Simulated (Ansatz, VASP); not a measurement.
ZnO: VASP and Ansatz over several settings

```
Zn O
1.0
     3.31304    0.00000    0.00000
    -1.65652    2.86917    0.00000
     0.00000    0.00000    5.30781
Zn O
2 2
Direct
  0.66667 0.33333 0.00000
  0.33333 0.66667 0.50000
  0.33333 0.66667 0.87901
  0.66667 0.33333 0.37901
```

Single points on this cell with VASP 6.6.1 and Ansatz 0.2.0. Each row is one pair of runs. Alike in all rows: spin: off; k mesh: 9 × 9 × 5; smearing: fermi-dirac, width 0.05 eV.

| level | VASP's potentials, cutoff | Ansatz's potentials, cutoff | gap on the k mesh at the Fermi level (eV), VASP | gap on the k mesh at the Fermi level (eV), Ansatz | least direct gap on the mesh (eV), VASP | least direct gap on the mesh (eV), Ansatz | pressure (GPa), VASP | pressure (GPa), Ansatz |
| --- | --- | --- | --- | --- | --- | --- | --- | --- |
| revPBE+D4 | VASP PAW PBE potentials, release 64 (Zn, O), 520 eV | Ansatz PAW, 420 eV | 0.77 | 0.80 | 0.77 | 0.80 | -5.1 | -6.0 |
| LDA | VASP PAW LDA potentials, release 64 (Zn, O), 520 eV | JTH PAW LDA, 1380 eV | 0.65 | ? | 0.65 | ? | -12.8 | ? |
| r2SCAN+rVV10 | VASP PAW PBE potentials, release 64 (Zn, O), 520 eV | Ansatz PAW, 500 eV | 1.08 | 1.09 | 1.08 | 1.09 | -9.0 | -9.8 |

Fill in what Ansatz gave in row 2.

gap on the k mesh at the Fermi level (eV): 0.63; least direct gap on the mesh (eV): 0.63; pressure (GPa): -13.9.

Noted on Ansatz's runs: odd divisions of the mesh miss points on the zone boundary, where band edges often lie, so the gap on the mesh can be too wide.
